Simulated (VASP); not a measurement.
# Ge2Sb2Te5 (P-3m1) in VASP: further runs

Ge2Sb2Te5 is run at these levels: PBE; tasks: single point.

Program: VASP 6.6.1. These are calculated values, not measurements. Logs are shortened: lines on timing, memory, paths and dates and some standing lists are left out, and cuts for length are marked.

**1. The cell of the first run**

It takes space group P-3m1 (No. 164, trigonal). The conventional cell has a = 3.965 Å, b = 3.965 Å, c = 17.484 Å, α = 90.00°, β = 90.00°, γ = 120.00°. Within 3.5 Å of Ge (site symmetry 3m) lie 6 Te at 2.67 to 3.14 Å. Sb (site symmetry 3m) has 6 Te at 2.84 to 3.01 Å within 3.7 Å. Te (site symmetry -3m) has 6 Sb at 3.01 Å and 6 Te at 3.97 Å within 4.0 Å. Te (site symmetry 3m) has 3 Sb at 2.84 Å and 3 Ge at 3.14 Å within 3.7 Å. Te (site symmetry 3m) has 3 Ge at 2.67 Å within 3.5 Å.

**2. Single point, PBE**

Input file INCAR:

```
SYSTEM = Ge2Sb2Te5
PREC = Accurate
ENCUT = 520
EDIFF = 1E-7
ISMEAR = 0
SIGMA = 0.03
LREAL = .FALSE.
LASPH = .TRUE.
NELM = 100
ALGO = Normal
ISIF = 2
LWAVE = .FALSE.
LCHARG = .FALSE.
GGA = PE
NBANDS = 44
```

Input file KPOINTS:

```
regular mesh
0
G
  9 9 2
  0 0 0
```

Input file POSCAR:

```
Ge2Sb2Te5
1.0
    3.9655000000      0.0000000000      0.0000000000
   -1.9827500000      3.4342237387      0.0000000000
    0.0000000000      0.0000000000     17.4837000000
Ge Sb Te
2 2 5
Direct
    0.0000000000      0.0000000000      0.3314713560
    0.0000000000      0.0000000000      0.6685286440
    0.3333333333      0.6666666667      0.1121550832
    0.6666666667      0.3333333333      0.8878449168
    0.0000000000      0.0000000000      0.0000000000
    0.3333333333      0.6666666667      0.7913602895
    0.6666666667      0.3333333333      0.2086397105
    0.3333333333      0.6666666667      0.4097504733
    0.6666666667      0.3333333333      0.5902495267
```

Potentials or basis: VASP PAW PBE potentials, release 64 (Ge_d, Sb, Te).

Command:

```bash
cat potpaw_PBE.64/Ge_d/POTCAR potpaw_PBE.64/Sb/POTCAR potpaw_PBE.64/Te/POTCAR > POTCAR
mpirun -np 1 vasp_std > vasp.out
```

OUTCAR:

```text
SYSTEM = Ge2Sb2Te5
   PREC = Accurate
   ENCUT = 520
   EDIFF = 1E-7
   ISMEAR = 0
   LREAL = .FALSE.
   LASPH = .TRUE.
   NELM = 100
   ISIF = 2
   GGA = PE

 ion  position               nearest neighbor table
   1  0.000  0.000  0.331-   8 2.67   8 2.67   8 2.67   7 3.14   7 3.14   7 3.14
   2  0.000  0.000  0.669-   9 2.67   9 2.67   9 2.67   6 3.14   6 3.14   6 3.14
   3  0.333  0.667  0.112-   7 2.84   7 2.84   7 2.84   5 3.01   5 3.01   5 3.01
   4  0.667  0.333  0.888-   6 2.84   6 2.84   6 2.84   5 3.01   5 3.01   5 3.01
   5  0.000  0.000  0.000-   3 3.01   4 3.01   3 3.01   4 3.01   4 3.01   3 3.01
   6  0.333  0.667  0.791-   4 2.84   4 2.84   4 2.84   2 3.14   2 3.14   2 3.14
   7  0.667  0.333  0.209-   3 2.84   3 2.84   3 2.84   1 3.14   1 3.14   1 3.14
   8  0.333  0.667  0.410-   1 2.67   1 2.67   1 2.67
   9  0.667  0.333  0.590-   2 2.67   2 2.67   2 2.67

  LATTYP: Found a hexagonal cell.
 ALAT       =     3.9655000000
 C/A-ratio  =     4.4089522128

  Lattice vectors:

 A1 = (   3.9655000000,   0.0000000000,   0.0000000000)
 A2 = (  -1.9827500000,   3.4342237387,   0.0000000000)
 A3 = (   0.0000000000,   0.0000000000,  17.4837000000)

Analysis of symmetry for initial positions (statically):
=====================================================================
 Subroutine PRICEL returns:
 Original cell was already a primitive cell.

 Routine SETGRP: Setting up the symmetry group for a
 hexagonal supercell.

 Subroutine GETGRP returns: Found 12 space group operations
 (whereof 12 operations were pure point group operations)
 out of a pool of 24 trial point group operations.

The static configuration has the point symmetry D_3d.

Analysis of symmetry for dynamics (positions and initial velocities):
=====================================================================
 Subroutine PRICEL returns:
 Original cell was already a primitive cell.

 Routine SETGRP: Setting up the symmetry group for a
 hexagonal supercell.

 Subroutine GETGRP returns: Found 12 space group operations
 (whereof 12 operations were pure point group operations)
 out of a pool of 24 trial point group operations.

The dynamic configuration has the point symmetry D_3d.

 Subroutine INISYM returns: Found 12 space group operations
 (whereof 12 operations are pure point group operations),
 and found     1 'primitive' translations

----------------------------------------------------------------------------------------

                                     Primitive cell

  volume of cell :     238.1003

  direct lattice vectors                    reciprocal lattice vectors
     3.965500000  0.000000000  0.000000000     0.252175009  0.145593310  0.000000000
    -1.982750000  3.434223739  0.000000000     0.000000000  0.291186619  0.000000000
     0.000000000  0.000000000 17.483700000     0.000000000  0.000000000  0.057196131

  length of vectors
     3.965500000  3.965500000 17.483700000     0.291186619  0.291186619  0.057196131

  position of ions in fractional coordinates (direct lattice)
     0.000000000  0.000000000  0.331471356
     0.000000000  0.000000000  0.668528644
     0.333333333  0.666666667  0.112155083
     0.666666667  0.333333333  0.887844917
     0.000000000  0.000000000  0.000000000
     0.333333333  0.666666667  0.791360289
     0.666666667  0.333333333  0.208639711
     0.333333333  0.666666667  0.409750473
     0.666666667  0.333333333  0.590249527

  ion indices of the primitive-cell ions
   primitive index   ion index
                 1           1
                 2           2
                 3           3
                 4           4
                 5           5
                 6           6
                 7           7
                 8           8
                 9           9

----------------------------------------------------------------------------------------

 KPOINTS: regular mesh

Automatic generation of k-mesh.
 Grid dimensions read from file:
 generate k-points for:    9    9    2

 Generating k-lattice:

  Cartesian coordinates                     Fractional coordinates (reciprocal lattice)
     0.028019445  0.016177034  0.000000000     0.111111111  0.000000000  0.000000000
     0.000000000  0.032354069  0.000000000     0.000000000  0.111111111  0.000000000
     0.000000000  0.000000000  0.028598066     0.000000000  0.000000000  0.500000000

  Length of vectors
     0.032354069  0.032354069  0.028598066

  Shift w.r.t. Gamma in fractional coordinates (k-lattice)
     0.000000000  0.000000000  0.000000000

 Subroutine IBZKPT returns following result:
 ===========================================

 Found     24 irreducible k-points:

 Following reciprocal coordinates:
            Coordinates               Weight
  0.000000  0.000000  0.000000      1.000000
  0.111111  0.000000  0.000000      6.000000
  0.222222  0.000000  0.000000      6.000000
  0.333333 -0.000000  0.000000      6.000000
  0.444444  0.000000  0.000000      6.000000
  0.111111  0.111111  0.000000      6.000000
[... 16 lines left out ...]
  0.333333  0.222222  0.500000     12.000000
  0.333333  0.333333  0.500000      2.000000
   k-points           NKPTS =     24   k-points in BZ     NKDIM =     24   number of bands    NBANDS=     44
   number of dos      NEDOS =    301   number of ions     NIONS =      9
   total plane-waves  NPLWV = 126000
   dimension x,y,z NGX =    30 NGY =   30 NGZ =  140
   dimension x,y,z NGXF=    60 NGYF=   60 NGZF=  280
   ions per type =               2   2   5
   NGX,Y,Z   is equivalent  to a cutoff of  12.58, 12.58, 13.31 a.u.
   NGXF,Y,Z  is equivalent  to a cutoff of  25.15, 25.15, 26.62 a.u.
 SYSTEM =  Ge2Sb2Te5
   PREC   = accura    normal or accurate (medium, high low for compatibility)
   ISTART =      0    job   : 0-new  1-cont  2-samecut
   ICHARG =      2    charge: 1-file 2-atom 10-const
   ISPIN  =      1    spin polarized calculation?
   LNONCOLLINEAR =      F non collinear calculations
   LSORBIT =      F    spin-orbit coupling
   LASPH  =      T    aspherical Exc in radial PAW
   ENCUT  =  520.0 eV  38.22 Ry    6.18 a.u.   7.37  7.37 32.51*2*pi/ulx,y,z
   NELM   =    100;   NELMIN=  2; NELMDL= -5     # of ELM steps
   EDIFF  = 0.1E-06   stopping-criterion for ELM
   LREAL  =      F    real-space projection
   EDIFFG = 0.1E-05   stopping-criterion for IOM
   NSW    =      0    number of steps for IOM
   IBRION =     -1    ionic relax: 0-MD 1-quasi-New 2-CG
   NFREE  =      0    steps in history (QN), initial steepest desc. (CG)
   ISIF   =      2    stress and relaxation
   ISYM   =      2    0-nonsym 1-usesym 2-fastsym
   POTIM  = 0.5000    time-step for ionic-motion
   TEBEG  =    0.0;   TEEND  =   0.0 temperature during run
   PSTRESS=    0.0 pullay stress
   NELECT =      68.0000    total number of electrons
   NUPDOWN=      -1.0000    fix difference up-down
   EMIN   =  10.00;   EMAX   =-10.00  energy-range for DOS
   EFERMI =   0.00;   METHOD = LEGACY
   ISMEAR =     0;   SIGMA  =   0.03  broadening in eV -4-tet -1-fermi 0-gaus
   EFERMI_NEDOS =   21; number of points for ismear=-14 and -15
   IALGO  =     38    algorithm
   IMIX   =      4    mixing-type and parameters
     AMIX     =   0.40;   BMIX     =  1.00
     AMIX_MAG =   1.60;   BMIX_MAG =  1.00
  volume/ion in A,a.u.               =      26.46       178.53
  Fermi-wavevector in a.u.,A,eV,Ry     =   1.078097  2.037308 15.813958  1.162293
  Thomas-Fermi vector in A             =   2.214027
   LORBIT       =      0    0 simple, 1 ext, 2 COOP (PROOUT), +10 PAW based schemes
   GGA     = PE    functional components
   LHFCALC =     F    Hartree Fock is set to
   AEXX    =    0.0000 exact exchange contribution
   IVDW    =     0    specifies the selected vdW correction
   LEPSILON=     F    determine dielectric tensor
   LRPA    =     F    only Hartree local field effects (RPA)
 non-spin polarized calculation
 Gauss-broadening in eV      SIGMA  =   0.03
  energy-cutoff  :      520.00
  volume of cell :      238.10
 maximum number of plane-waves:      6486
 NGX is ok and might be reduce to    30
   NGX = 15   NGY = 15   NGZ = 65

 number of electron      68.0000023 magnetization

 Free energy of the ion-electron system (eV)
  ---------------------------------------------------
  ext. energy  EPLUGINS =         0.00000000
  ---------------------------------------------------
  free energy    TOTEN  =       -32.28917617 eV

  energy without entropy =      -32.28733360  energy(sigma->0) =      -32.28825489

 E-fermi :   8.2492     XC(G=0):  -9.9955

 val. band max:        8.2485084649   @ k =   0.4444   0.0000   0.5000
 cond. band min:       8.2501103836   @ k =   0.4444   0.1111   0.0000
 fundamental gap:      0.0016019187
 Fermi energy:         8.2492408500

 k-point     1 :       0.0000    0.0000    0.0000
  band No.  band energies     occupation
      1     -16.8629      2.00000
      2     -16.8629      2.00000
      3     -16.8629      2.00000
      4     -16.8629      2.00000
      5     -16.8408      2.00000
      6     -16.8408      2.00000
[... 36 lines left out ...]
     43      10.2930      0.00000
     44      10.6020      0.00000

 k-point     2 :       0.1111    0.0000    0.0000
  band No.  band energies     occupation
      1     -16.8635      2.00000
      2     -16.8635      2.00000
      3     -16.8622      2.00000
      4     -16.8622      2.00000
      5     -16.8412      2.00000
      6     -16.8412      2.00000
[... 36 lines left out ...]
     43      10.7364      0.00000
     44      10.8017      0.00000

 k-point     3 :       0.2222    0.0000    0.0000
  band No.  band energies     occupation
      1     -16.8652      2.00000
      2     -16.8652      2.00000
      3     -16.8606      2.00000
      4     -16.8606      2.00000
      5     -16.8421      2.00000
      6     -16.8421      2.00000
[... 976 lines left out ...]
     43      11.8049      0.00000
     44      12.2656      0.00000

 k-point    24 :       0.3333    0.3333    0.5000
  band No.  band energies     occupation
      1     -16.8666      2.00000
      2     -16.8666      2.00000
      3     -16.8601      2.00000
      4     -16.8601      2.00000
      5     -16.8422      2.00000
      6     -16.8422      2.00000
[... 36 lines left out ...]
     43      12.8310      0.00000
     44      13.0562      0.00000

------------------------ aborting loop because EDIFF is reached ----------------------------------------

  FORCE on cell =-STRESS in cart. coord.  units (eV):
  Direction    XX          YY          ZZ          XY          YZ          ZX
  --------------------------------------------------------------------------------------
  -------------------------------------------------------------------------------------
  Total       19.0581470     19.0581470     16.5956385     -0.0000000      0.0000000      0.0000000
  in kB      128.2423211    128.2423211    111.6720945     -0.0000000      0.0000000      0.0000000
  external PRESSURE =     122.7189122 kB  Pullay stress =       0.0000000 kB

 VOLUME and BASIS-vectors are now :
 -----------------------------------------------------------------------------
  energy-cutoff  :      520.00
  volume of cell :      238.10
      direct lattice vectors                 reciprocal lattice vectors
     3.965500000  0.000000000  0.000000000     0.252175009  0.145593310  0.000000000
    -1.982750000  3.434223739  0.000000000     0.000000000  0.291186619  0.000000000
     0.000000000  0.000000000 17.483700000     0.000000000  0.000000000  0.057196131

 POSITION                                       TOTAL-FORCE (eV/Angst)
 -----------------------------------------------------------------------------------
      0.00000      0.00000      5.79535        -0.000000      0.000000     -0.950805
      0.00000      0.00000     11.68835         0.000000     -0.000000      0.950805
     -0.00000      2.28948      1.96089         0.000000      0.000000     -0.607502
      1.98275      1.14474     15.52281         0.000000     -0.000000      0.607502
      0.00000      0.00000      0.00000         0.000000      0.000000      0.000000
     -0.00000      2.28948     13.83591         0.000000      0.000000     -1.439567
      1.98275      1.14474      3.64779         0.000000     -0.000000      1.439567
     -0.00000      2.28948      7.16395         0.000000      0.000000      1.180044
      1.98275      1.14474     10.31975        -0.000000     -0.000000     -1.180044
 -----------------------------------------------------------------------------------
    total drift:                               -0.000000     -0.000000      0.000000

  FREE ENERGIE OF THE ION-ELECTRON SYSTEM (eV)
  ---------------------------------------------------
  free  energy   TOTEN  =       -32.2891761721 eV

  energy  without entropy=      -32.2873336023  energy(sigma->0) =      -32.28825489
```

Run time: 3.4 min. Hardware: 1 thread of AMD EPYC 9R45 (Zen 5), shared host; peak memory 0.43 GiB.

Results:

```
Free energy            : -32.2892 eV
Pressure               : 12.3 GPa
Largest force          : 1.440 eV/Å
Band gap on the k mesh : zero (bands 34 and 35 overlap by 0.20 eV)
```

Forces on the atoms (eV/Å):
```
Ge   0.000  0.000 -0.951
Ge   0.000  0.000  0.951
Sb   0.000  0.000 -0.608
Sb   0.000  0.000  0.608
Te   0.000  0.000  0.000
Te   0.000  0.000 -1.440
Te   0.000  0.000  1.440
Te   0.000  0.000  1.180
Te   0.000  0.000 -1.180
```

Stress tensor (GPa, compression positive):
```
12.82  0.00  0.00
 0.00 12.82  0.00
 0.00  0.00 11.17
```

Caveat: the cell stands under pressure; spin-orbit coupling is left out, which moves the levels of the heavy elements; this functional lacks dispersion, which binds the layers, so the pressure and a relaxed spacing across them are unreliable; forces of over 1 eV/Å act on the atoms, so gaps and moduli don't describe the material at rest.

(Continued in part 2 of 2.)
